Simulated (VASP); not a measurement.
# GaSb (I-4m2) in VASP: further runs, part 2 of 2

VASP 6.6.1.

## Step 3: Single point, PBEsol

Input file INCAR:

```
  PREC = Accurate
  ENCUT = 500
  EDIFF = 1E-6
  ISMEAR = 1
  SIGMA = 0.05
  LREAL = F
  LASPH = T
  NELM = 120
  ALGO = Normal
  ISIF = 2
  LWAVE = F
  LCHARG = T
  GGA = PS
  LELF = T
  LVHAR = T
  NBANDS = 16
  GGA_COMPAT = F
```

Input file KPOINTS:

```
regular mesh
0
Gamma
  6 6 6
```

Input file POSCAR:

```
GaSb
1.0
   -2.7534340000      2.7534340000      1.5907070000
    2.7534340000     -2.7534340000      1.5907070000
    2.7534340000      2.7534340000     -1.5907070000
Ga Sb
1 1
Direct
    0.2500000000      0.7500000000      0.5000000000
    0.0000000000      0.0000000000      0.0000000000
```

Potentials or basis: VASP PAW PBE potentials, release 64 (Ga_d, Sb).

Started as:

```bash
$ cat potpaw_PBE.64/Ga_d/POTCAR potpaw_PBE.64/Sb/POTCAR > POTCAR
$ mpirun -np 1 vasp_std > vasp.out
```

OUTCAR:

```text
PREC = Accurate
   ENCUT = 500
   EDIFF = 1E-6
   ISMEAR = 1
   LREAL = F
   LASPH = T
   NELM = 120
   ISIF = 2
   GGA = PS

 ion  position               nearest neighbor table
   1  0.250  0.750  0.500-   2 2.87   2 2.87   2 2.87   2 2.87
   2  0.000  0.000  0.000-   1 2.87   1 2.87   1 2.87   1 2.87

  LATTYP: Found a body centered tetragonal cell.
 ALAT       =     5.5068680000
 C/A-ratio  =     0.5777174975

  Lattice vectors:

 A1 = (  -2.7534340000,   2.7534340000,   1.5907070000)
 A2 = (   2.7534340000,  -2.7534340000,   1.5907070000)
 A3 = (   2.7534340000,   2.7534340000,  -1.5907070000)

Analysis of symmetry for initial positions (statically):
=====================================================================
 Subroutine PRICEL returns:
 Original cell was already a primitive cell.

 Routine SETGRP: Setting up the symmetry group for a
 body centered tetragonal supercell.

 Subroutine GETGRP returns: Found  8 space group operations
 (whereof  8 operations were pure point group operations)
 out of a pool of 16 trial point group operations.

The static configuration has the point symmetry D_2d.

Analysis of symmetry for dynamics (positions and initial velocities):
=====================================================================
 Subroutine PRICEL returns:
 Original cell was already a primitive cell.

 Routine SETGRP: Setting up the symmetry group for a
 body centered tetragonal supercell.

 Subroutine GETGRP returns: Found  8 space group operations
 (whereof  8 operations were pure point group operations)
 out of a pool of 16 trial point group operations.

The dynamic configuration has the point symmetry D_2d.

 Subroutine INISYM returns: Found  8 space group operations
 (whereof  8 operations are pure point group operations),
 and found     1 'primitive' translations

----------------------------------------------------------------------------------------

                                     Primitive cell

  volume of cell :      48.2391

  direct lattice vectors                    reciprocal lattice vectors
    -2.753434000  2.753434000  1.590707000     0.000000000  0.181591424  0.314325643
     2.753434000 -2.753434000  1.590707000     0.181591424  0.000000000  0.314325643
     2.753434000  2.753434000 -1.590707000     0.181591424  0.181591424  0.000000000

  length of vectors
     4.206322187  4.206322187  4.206322187     0.363009717  0.363009717  0.256809054

  position of ions in fractional coordinates (direct lattice)
     0.250000000  0.750000000  0.500000000
     0.000000000  0.000000000  0.000000000

  ion indices of the primitive-cell ions
   primitive index   ion index
                 1           1
                 2           2

----------------------------------------------------------------------------------------

 KPOINTS: regular mesh

Automatic generation of k-mesh.
 Grid dimensions read from file:
 generate k-points for:    6    6    6

 Generating k-lattice:

  Cartesian coordinates                     Fractional coordinates (reciprocal lattice)
     0.000000000  0.030265237  0.052387607     0.166666667  0.000000000  0.000000000
     0.030265237  0.000000000  0.052387607     0.000000000  0.166666667  0.000000000
     0.030265237  0.030265237  0.000000000     0.000000000  0.000000000  0.166666667

  Length of vectors
     0.060501620  0.060501620  0.042801509

  Shift w.r.t. Gamma in fractional coordinates (k-lattice)
     0.000000000  0.000000000  0.000000000

 Subroutine IBZKPT returns following result:
 ===========================================

 Found     30 irreducible k-points:

 Following reciprocal coordinates:
            Coordinates               Weight
  0.000000  0.000000  0.000000      1.000000
  0.166667 -0.000000  0.000000      8.000000
  0.333333  0.000000  0.000000      8.000000
  0.500000  0.000000 -0.000000      4.000000
  0.166667  0.166667  0.000000      8.000000
  0.333333  0.166667  0.000000     16.000000
[... 16 lines left out ...]
 -0.333333 -0.333333  0.166667      8.000000
 -0.166667 -0.333333  0.166667      8.000000
 [... further k-points ...]
   k-points           NKPTS =     30   k-points in BZ     NKDIM =     30   number of bands    NBANDS=     16
   number of dos      NEDOS =    301   number of ions     NIONS =      2
   total plane-waves  NPLWV =  32768
   dimension x,y,z NGX =    32 NGY =   32 NGZ =   32
   dimension x,y,z NGXF=    64 NGYF=   64 NGZF=   64
   ions per type =               1   1
   NGX,Y,Z   is equivalent  to a cutoff of  12.65, 12.65, 12.65 a.u.
   NGXF,Y,Z  is equivalent  to a cutoff of  25.29, 25.29, 25.29 a.u.
 SYSTEM =  unknown system
   PREC   = accura    normal or accurate (medium, high low for compatibility)
   ISTART =      0    job   : 0-new  1-cont  2-samecut
   ICHARG =      2    charge: 1-file 2-atom 10-const
   ISPIN  =      1    spin polarized calculation?
   LNONCOLLINEAR =      F non collinear calculations
   LSORBIT =      F    spin-orbit coupling
   LASPH  =      T    aspherical Exc in radial PAW
   ENCUT  =  500.0 eV  36.75 Ry    6.06 a.u.   7.67  7.67  7.67*2*pi/ulx,y,z
   NELM   =    120;   NELMIN=  2; NELMDL= -5     # of ELM steps
   EDIFF  = 0.1E-05   stopping-criterion for ELM
   LREAL  =      F    real-space projection
   EDIFFG = 0.1E-04   stopping-criterion for IOM
   NSW    =      0    number of steps for IOM
   IBRION =     -1    ionic relax: 0-MD 1-quasi-New 2-CG
   NFREE  =      0    steps in history (QN), initial steepest desc. (CG)
   ISIF   =      2    stress and relaxation
   ISYM   =      2    0-nonsym 1-usesym 2-fastsym
   POTIM  = 0.5000    time-step for ionic-motion
   TEBEG  =    0.0;   TEEND  =   0.0 temperature during run
   PSTRESS=    0.0 pullay stress
   NELECT =      18.0000    total number of electrons
   NUPDOWN=      -1.0000    fix difference up-down
   EMIN   =  10.00;   EMAX   =-10.00  energy-range for DOS
   EFERMI =   0.00;   METHOD = LEGACY
   ISMEAR =     1;   SIGMA  =   0.05  broadening in eV -4-tet -1-fermi 0-gaus
   EFERMI_NEDOS =   21; number of points for ismear=-14 and -15
   IALGO  =     38    algorithm
   IMIX   =      4    mixing-type and parameters
     AMIX     =   0.40;   BMIX     =  1.00
     AMIX_MAG =   1.60;   BMIX_MAG =  1.00
  volume/ion in A,a.u.               =      24.12       162.77
  Fermi-wavevector in a.u.,A,eV,Ry     =   1.178598  2.227228 18.899772  1.389094
  Thomas-Fermi vector in A             =   2.314924
   LORBIT       =      0    0 simple, 1 ext, 2 COOP (PROOUT), +10 PAW based schemes
   GGA     = PS    functional components
   LHFCALC =     F    Hartree Fock is set to
   AEXX    =    0.0000 exact exchange contribution
   IVDW    =     0    specifies the selected vdW correction
   LEPSILON=     F    determine dielectric tensor
   LRPA    =     F    only Hartree local field effects (RPA)
 non-spin polarized calculation
 Methfessel and Paxton  Order N= 1 SIGMA  =   0.05
  energy-cutoff  :      500.00
  volume of cell :       48.24
 maximum number of plane-waves:      1253
 NGX is ok and might be reduce to    32
   NGX = 15   NGY = 15   NGZ = 15

 number of electron      17.9999994 magnetization

 Free energy of the ion-electron system (eV)
  ---------------------------------------------------
  ext. energy  EPLUGINS =         0.00000000
  ---------------------------------------------------
  free energy    TOTEN  =        -7.83820719 eV

  energy without entropy =       -7.83707861  energy(sigma->0) =       -7.83783100

 E-fermi :   6.5339     XC(G=0): -10.3599

 val. band max:        6.5194163861   @ k =   0.3333   0.1667   0.0000
 cond. band min:       6.8404772379   @ k =   0.3333   0.0000   0.0000
 fundamental gap:      0.3210608518
 Fermi energy:         6.5338878990

 k-point     1 :       0.0000    0.0000    0.0000
  band No.  band energies     occupation
      1      -8.4577      2.00000
      2      -8.3686      2.00000
      3      -8.3613      2.00000
      4      -8.3436      2.00000
      5      -8.3436      2.00000
      6      -5.5426      2.00000
[... 8 lines left out ...]
     15      16.2452      0.00000
     16      17.1100      0.00000
[... 419 lines left out ...]
 k-point    24 :      -0.1667   -0.3333    0.1667
  band No.  band energies     occupation
      1      -8.4028      2.00000
      2      -8.4000      2.00000
      3      -8.3854      2.00000
      4      -8.3378      2.00000
      5      -8.3245      2.00000
      6      -2.1881      2.00000
[... 8 lines left out ...]
     15      16.3399      0.00000
     16      18.3236      0.00000

 [... further k-points ...]
[... 5 lines left out ...]
  --------------------------------------------------------------------------------------
  -------------------------------------------------------------------------------------
  Total       -0.5060921     -0.5060921     -1.4065054      0.0000000      0.0000000      0.0000000
  in kB      -16.8089517    -16.8089517    -46.7145823      0.0000000      0.0000000      0.0000000
  external PRESSURE =     -26.7774952 kB  Pullay stress =       0.0000000 kB

 VOLUME and BASIS-vectors are now :
 -----------------------------------------------------------------------------
  energy-cutoff  :      500.00
  volume of cell :       48.24
      direct lattice vectors                 reciprocal lattice vectors
    -2.753434000  2.753434000  1.590707000     0.000000000  0.181591424  0.314325643
     2.753434000 -2.753434000  1.590707000     0.181591424  0.000000000  0.314325643
     2.753434000  2.753434000 -1.590707000     0.181591424  0.181591424  0.000000000

 POSITION                                       TOTAL-FORCE (eV/Angst)
 -----------------------------------------------------------------------------------
      2.75343      0.00000      0.79535        -0.000000      0.000000     -0.000000
      0.00000      0.00000      0.00000         0.000000     -0.000000      0.000000
 -----------------------------------------------------------------------------------
    total drift:                                0.000000     -0.000000     -0.000000

  FREE ENERGIE OF THE ION-ELECTRON SYSTEM (eV)
  ---------------------------------------------------
  free  energy   TOTEN  =        -7.8382071870 eV

  energy  without entropy=       -7.8370786116  energy(sigma->0) =       -7.83783100
```

stdout:

```text
POSCAR found type information on POSCAR GaSb
 POSCAR found :  2 types and       2 ions
 scaLAPACK will be used
 -----------------------------------------------------------------------------
|                                                                             |
|                                                                             |
|     You enforced a specific xc type in the INCAR file but a different       |
|     I HOPE YOU KNOW WHAT YOU ARE DOING!                                     |
|                                                                             |
 -----------------------------------------------------------------------------

 LDA part: xc-table for (Slater+PW92), standard interpolation
 POSCAR, INCAR and KPOINTS ok, starting setup
 FFT: planning ... GRIDC
 FFT: planning ... GRID_SOFT
 FFT: planning ... GRID
 WAVECAR not read
 entering main loop
```

It took 8 s on 1 thread of Intel Xeon 6975P-C (Granite Rapids), shared host; peak memory 0.18 GiB.

Results:

```
Free energy            : -7.8382 eV
Pressure               : -2.7 GPa
Band gap on the k mesh : zero (band 9 reaches 8.21 eV, above the bottom of band 10 at 3.39 eV)
```

Stress tensor (GPa, compression positive):
```
-1.68  0.00  0.00
 0.00 -1.68  0.00
 0.00  0.00 -4.67
```

Levels at points of the mesh, in eV from the Fermi level:
```
           k point  band 7  band 8  band 9  band 10  band 11  band 12
(0.00, 0.00, 0.00)   -3.07   -1.98   -1.98     3.28     4.85     6.98
(0.50, 0.00, 0.00)   -5.74   -2.58   -1.60    -1.28     2.26     3.15
(0.50, 0.50, 0.00)   -8.15   -0.11    1.67     2.01     2.21     4.39
(0.50, 0.50, 0.50)   -6.04   -5.09   -5.09     3.28     4.79    10.23
```

Caveat: the k points lie up to 0.38 Å⁻¹ apart; the PAW data sets were made with another functional, which shifts forces and pressure a little; spin-orbit coupling is left out, which moves the levels of the heavy elements.

## Step 4: Single point, PBEsol

Input file INCAR:

```
  PREC = Accurate
  ENCUT = 500
  EDIFF = 1E-6
  ISMEAR = 1
  SIGMA = 0.05
  LREAL = False
  LASPH = True
  NELM = 120
  ALGO = Normal
  ISIF = 2
  LWAVE = False
  LCHARG = False
  GGA = PS
  NBANDS = 16
  GGA_COMPAT = False
```

Input file KPOINTS:

```
regular mesh
0
Gamma
  8 8 8
```

POSCAR is that of step 3.

Potentials or basis: VASP PAW PBE potentials, release 64 (Ga_d, Sb).

Started as:

```bash
$ cat potpaw_PBE.64/Ga_d/POTCAR potpaw_PBE.64/Sb/POTCAR > POTCAR
$ mpirun -np 1 vasp_std > vasp.out
```

OUTCAR:

```text
PREC = Accurate
   ENCUT = 500
   EDIFF = 1E-6
   ISMEAR = 1
   LREAL = False
   LASPH = True
   NELM = 120
   ISIF = 2
   GGA = PS

 ion  position               nearest neighbor table
   1  0.250  0.750  0.500-   2 2.87   2 2.87   2 2.87   2 2.87
   2  0.000  0.000  0.000-   1 2.87   1 2.87   1 2.87   1 2.87

  LATTYP: Found a body centered tetragonal cell.
 ALAT       =     5.5068680000
 C/A-ratio  =     0.5777174975

  Lattice vectors:

 A1 = (  -2.7534340000,   2.7534340000,   1.5907070000)
 A2 = (   2.7534340000,  -2.7534340000,   1.5907070000)
[... 625 lines left out ...]
      4      -8.3903      2.00000
      5      -8.3706      2.00000
      6      -1.7637      2.00000
[... 8 lines left out ...]
     15      15.2054      0.00000
     16      15.5587      0.00000

 [... further k-points ...]
[... 5 lines left out ...]
  --------------------------------------------------------------------------------------
  -------------------------------------------------------------------------------------
  Total       -0.9726068     -0.9726068     -0.5931226      0.0000000      0.0000000      0.0000000
  in kB      -32.3034106    -32.3034106    -19.6995133      0.0000000      0.0000000      0.0000000
  external PRESSURE =     -28.1021115 kB  Pullay stress =       0.0000000 kB

 VOLUME and BASIS-vectors are now :
 -----------------------------------------------------------------------------
  energy-cutoff  :      500.00
  volume of cell :       48.24
      direct lattice vectors                 reciprocal lattice vectors
    -2.753434000  2.753434000  1.590707000     0.000000000  0.181591424  0.314325643
     2.753434000 -2.753434000  1.590707000     0.181591424  0.000000000  0.314325643
     2.753434000  2.753434000 -1.590707000     0.181591424  0.181591424  0.000000000

 POSITION                                       TOTAL-FORCE (eV/Angst)
 -----------------------------------------------------------------------------------
      2.75343      0.00000      0.79535        -0.000000      0.000000      0.000000
      0.00000      0.00000      0.00000         0.000000     -0.000000     -0.000000
 -----------------------------------------------------------------------------------
    total drift:                               -0.000000      0.000000     -0.000000

  FREE ENERGIE OF THE ION-ELECTRON SYSTEM (eV)
  ---------------------------------------------------
  free  energy   TOTEN  =        -7.8758740912 eV

  energy  without entropy=       -7.8757074529  energy(sigma->0) =       -7.87581855
```

OSZICAR:

```text
N       E                     dE             d eps       ncg     rms          rms(c)
DAV:   1     0.830089268648E+02    0.83009E+02   -0.79799E+03  1896   0.142E+03
DAV:   2    -0.155461662799E+01   -0.84564E+02   -0.81758E+02  2264   0.322E+02
DAV:   3    -0.780708726243E+01   -0.62525E+01   -0.62363E+01  2288   0.635E+01
DAV:   4    -0.791445929957E+01   -0.10737E+00   -0.10736E+00  2272   0.930E+00
DAV:   5    -0.791699266809E+01   -0.25334E-02   -0.25333E-02  2400   0.130E+00    0.238E+00
DAV:   6    -0.788361112344E+01    0.33382E-01   -0.62118E-02  2488   0.419E+00    0.131E+00
DAV:   7    -0.787648494643E+01    0.71262E-02   -0.13134E-02  2928   0.133E+00    0.306E-01
DAV:   8    -0.787587411184E+01    0.61083E-03   -0.18078E-03  2464   0.556E-01    0.272E-02
DAV:   9    -0.787587485747E+01   -0.74563E-06   -0.95529E-05  2392   0.878E-02    0.184E-02
DAV:  10    -0.787587409121E+01    0.76626E-06   -0.77824E-06  2352   0.298E-02
   1 F= -.78758741E+01 E0= -.78758185E+01  d E =-.166638E-03
```

Wall time 12 s (1 thread of Intel Xeon 6975P-C (Granite Rapids), shared host); peak memory 0.2 GiB.

Results:

* Free energy: -7.8759 eV
* Pressure: -2.8 GPa
* Band gap on the k mesh: zero (band 9 reaches 8.19 eV, above the bottom of band 10 at 4.37 eV)

Stress tensor (GPa, compression positive):
```
-3.23  0.00  0.00
 0.00 -3.23  0.00
 0.00  0.00 -1.97
```

Levels at points of the mesh, in eV from the Fermi level:
| k point | band 5 | band 6 | band 7 | band 8 | band 9 | band 10 | band 11 | band 12 | band 13 | band 14 |
| --- | --- | --- | --- | --- | --- | --- | --- | --- | --- | --- |
| (0.00, 0.00, 0.00) | -14.81 | -11.95 | -2.96 | -1.86 | -1.86 | 3.39 | 5.00 | 7.08 | 7.08 | 7.44 |
| (0.50, 0.00, 0.00) | -14.79 | -8.32 | -5.62 | -2.44 | -1.49 | -1.17 | 2.37 | 3.25 | 5.10 | 8.02 |
| (0.50, 0.50, 0.00) | -14.80 | -10.47 | -8.05 | 0.01 | 1.77 | 2.12 | 2.33 | 4.54 | 6.49 | 8.39 |
| (0.50, 0.50, 0.50) | -14.80 | -9.31 | -5.95 | -4.98 | -4.98 | 3.42 | 4.90 | 10.34 | 10.34 | 12.55 |

Caveat: the PAW data sets were made with another functional, which shifts forces and pressure a little; spin-orbit coupling is left out, which moves the levels of the heavy elements.

## Step 5: Single point, PBEsol

Input file INCAR:

```
SYSTEM = GaSb
PREC     = Accurate       ! precision mode
ENCUT    = 500            ! plane-wave cutoff, eV
EDIFF    = 1E-6           ! SCF threshold, eV
ISMEAR   = 1              ! smearing method
SIGMA    = 0.05           ! smearing width, eV
LREAL    = .False.        ! projectors in reciprocal space
LASPH    = .True.         ! aspherical terms in the spheres
NELM     = 120            ! most SCF steps
ALGO     = Normal         ! electronic algorithm
ISIF     = 2              ! what is computed and relaxed
LWAVE    = .False.        ! write WAVECAR
LCHARG   = .False.        ! write CHGCAR
GGA      = PS             ! functional
NBANDS   = 16             ! bands
GGA_COMPAT= .False.
```

Input file KPOINTS:

```
Automatic mesh
0
Gamma
  10 10 10
  0 0 0
```

POSCAR is that of step 4.

Started as:

```bash
$ cat potpaw_PBE.64/Ga_d/POTCAR potpaw_PBE.64/Sb/POTCAR > POTCAR
$ mpirun -np 1 vasp_std > vasp.out
```

Wall time 19 s (1 thread of Intel Xeon 6975P-C (Granite Rapids), shared host); peak memory 0.23 GiB.

The run converged. Its results:

- Free energy: -7.8692 eV
- Pressure: -2.9 GPa
- Band gap on the k mesh: zero (band 9 reaches 8.20 eV, above the bottom of band 10 at 3.69 eV)

Stress tensor (GPa, compression positive):
```
-2.49  0.00  0.00
 0.00 -2.49  0.00
 0.00  0.00 -3.63
```

Levels at points of the mesh, in eV from the Fermi level:
| k point | band 5 | band 6 | band 7 | band 8 | band 9 | band 10 | band 11 | band 12 | band 13 | band 14 |
| --- | --- | --- | --- | --- | --- | --- | --- | --- | --- | --- |
| (0.00, 0.00, 0.00) | -14.70 | -11.91 | -2.90 | -1.82 | -1.82 | 3.44 | 5.01 | 7.14 | 7.14 | 7.53 |
| (0.50, 0.00, 0.00) | -14.68 | -8.28 | -5.58 | -2.41 | -1.45 | -1.10 | 2.42 | 3.31 | 5.15 | 8.07 |
| (0.50, 0.50, 0.00) | -14.70 | -10.45 | -7.98 | 0.05 | 1.84 | 2.18 | 2.38 | 4.56 | 6.56 | 8.41 |
| (0.50, 0.50, 0.50) | -14.70 | -9.29 | -5.87 | -4.93 | -4.93 | 3.45 | 4.96 | 10.39 | 10.39 | 12.59 |

Caveat: the PAW data sets were made with another functional, which shifts forces and pressure a little; spin-orbit coupling is left out, which moves the levels of the heavy elements.

## Step 6: Overview

```csv
k mesh,gap on the mesh (eV),pressure (GPa)
4 × 4 × 4,none,-3.9
6 × 6 × 6,none,-2.7
8 × 8 × 8,none,-2.8
10 × 10 × 10,none,-2.9
```

Alike in all rows: task single point; level PBEsol; potentials or basis VASP PAW PBE potentials, release 64 (Ga_d, Sb); no spin polarisation; cell as given; cutoff (eV) 500; smearing methfessel-paxton 0.05 eV.

Caveats: some runs use coarse meshes; the PAW data sets were made with another functional, which shifts forces and pressure a little; spin-orbit coupling is left out, which moves the levels of the heavy elements.

Absolute energies hang on the potentials; compare differences alone.
